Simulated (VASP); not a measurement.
Nb: single point with PBE

Crystal: Nb.

```
CELL_PARAMETERS angstrom
2.87107 0.00000 0.00000
-1.43553 2.48642 0.00000
0.00000 0.00000 5.22786
ATOMIC_POSITIONS crystal
Nb 0.33333 0.66667 0.75000
Nb 0.66667 0.33333 0.25000
```

| Property | Result |
| --- | --- |
| Program | VASP 6.6.1 |
| Task | single point |
| Functional | PBE |
| Potentials or basis | VASP PAW PBE potentials, release 64 (Nb_sv) |
| Cutoff | 520 eV |
| k mesh | 16 × 16 × 10 |
| Occupations | gaussian, width 0.05 eV |
| Spin | no spin polarisation |
| Dipole correction | no |
| Further INCAR settings | ALGO = Normal; EDIFF = 1e-06; NBANDS = 20 |

* Pressure: -0.3 GPa
* Band gap on the k mesh: zero (band 13 reaches 13.10 eV, above the bottom of band 14 at 10.30 eV)

Levels at points of the mesh, in eV from the Fermi level:
```
           k point  band 11  band 12  band 13  band 14  band 15  band 16
(0.00, 0.00, 0.00)    -0.95     0.32     0.32     0.45     0.77     0.77
(0.50, 0.00, 0.00)    -3.24    -0.51     0.25     0.38     0.71     4.44
(0.00, 0.00, 0.50)    -1.23    -1.23     0.38     0.38     0.38     0.38
(0.50, 0.00, 0.50)    -2.36    -2.36     2.05     2.05     2.18     2.18
```

Run time: 38 s on 1 thread of Intel(R) Xeon(R) 6975P-C (Granite Rapids), with other jobs on the host, peak memory 0.23 GiB.
